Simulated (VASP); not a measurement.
Set up this calculation in VASP 6.6.1, as the native input.

```
Task                   : single point
Functional             : PBE
Potentials or basis    : VASP PAW PBE potentials, release 64 (Cs_sv, Pb_d, Cl)
Cutoff                 : 500 eV
k mesh                 : 6 × 6 × 6
Occupations            : gaussian, width 0.02 eV
Spin                   : no spin polarisation
Dipole correction      : no
Further INCAR settings : ALGO = Normal; EDIFF = 1e-06; NBANDS = 30
```

The structure of CsPbCl3 lies in POSCAR:

```
CsPbCl3
1.0
    5.7352667286      0.0000000000      0.0000000000
    0.0000000000      5.7352667286      0.0000000000
    0.0000000000      0.0000000000      5.7352667286
Cs Pb Cl
1 1 3
Direct
    0.0000000000      0.0000000000      0.0000000000
    0.5000000000      0.5000000000      0.5000000000
    0.5000000000      0.5000000000      0.0000000000
    0.0000000000      0.5000000000      0.5000000000
    0.5000000000      0.0000000000      0.5000000000
```

The input as run:

INCAR

```
PREC = Accurate
ENCUT = 500
EDIFF = 1E-6
ISMEAR = 0
SIGMA = 0.02
LREAL = False
LASPH = True
NELM = 120
ALGO = Normal
ISIF = 2
LWAVE = False
LCHARG = False
GGA = PE
NBANDS = 30
GGA_COMPAT = False
```

KPOINTS

```
regular mesh
0
Gamma
  6 6 6
```

Potentials or basis: VASP PAW PBE potentials, release 64 (Cs_sv, Pb_d, Cl).

The run is started by

```console
$ cat potpaw_PBE.64/Cs_sv/POTCAR potpaw_PBE.64/Pb_d/POTCAR potpaw_PBE.64/Cl/POTCAR > POTCAR
$ mpirun -np 1 vasp_std > vasp.out
```

Results of the run:

- Pressure: -0.1 GPa
- Band gap on the k mesh: 2.22 eV

Caveat: spin-orbit coupling is left out, which moves the levels of the heavy elements.

It took 2.6 min on 1 thread of Intel Xeon 8259CL (shared host), peak memory 0.31 GiB.
